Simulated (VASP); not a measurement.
Set up this calculation in VASP 6.6.1, as the native input.

```
Task                   : single point
Functional             : PBE
Dispersion             : D3(BJ)
Potentials or basis    : VASP PAW PBE potentials, release 64 (C)
Cutoff                 : 520 eV
k mesh                 : 21 × 21 × 1
Occupations            : gaussian, width 0.1 eV
Spin                   : no spin polarisation
Dipole correction      : yes
Further INCAR settings : ALGO = Normal; EDIFF = 1e-06; NBANDS = 11
```

The structure of C lies in POSCAR:

```
C
1.0
    2.4710000000      0.0000000000      0.0000000000
   -1.2355000000      2.1399487728      0.0000000000
    0.0000000000      0.0000000000     26.0024170307
C
2
Direct
    0.6666666667      0.3333333333      0.5027497444
    0.3333333333      0.6666666667      0.4972502556
```

These files were run (other wordings do the same):

INCAR

```
SYSTEM = C
PREC = Accurate
ENCUT = 520
EDIFF = 1E-6
ISMEAR = 0
SIGMA = 0.1
LREAL = .False.
LASPH = .True.
NELM = 60
ALGO = Normal
ISIF = 2
LWAVE = .False.
LCHARG = .False.
LDIPOL = .True.
IDIPOL = 3
DIPOL = 0.5 0.5 0.500
GGA = PE
IVDW = 12
NBANDS = 11
```

KPOINTS

```
Automatic mesh
0
Gamma
  21 21 1
  0 0 0
```

Potentials or basis: VASP PAW PBE potentials, release 64 (C).

Launch:

```console
$ cat potpaw_PBE.64/C/POTCAR > POTCAR
$ mpirun -np 1 vasp_std > vasp.out
```

Results of the run:

```json
{
  "Largest force": "2.406 eV/Å",
  "Band gap on the k mesh": "zero (filled and empty bands touch)",
  "Dispersion energy per atom": "-0.088 eV"
}
```

Wall time 2.6 min on 1 thread of Intel(R) Xeon(R) Platinum 8375C CPU @ 2.90GHz (Ice Lake) (shared host), peak memory 0.26 GiB.
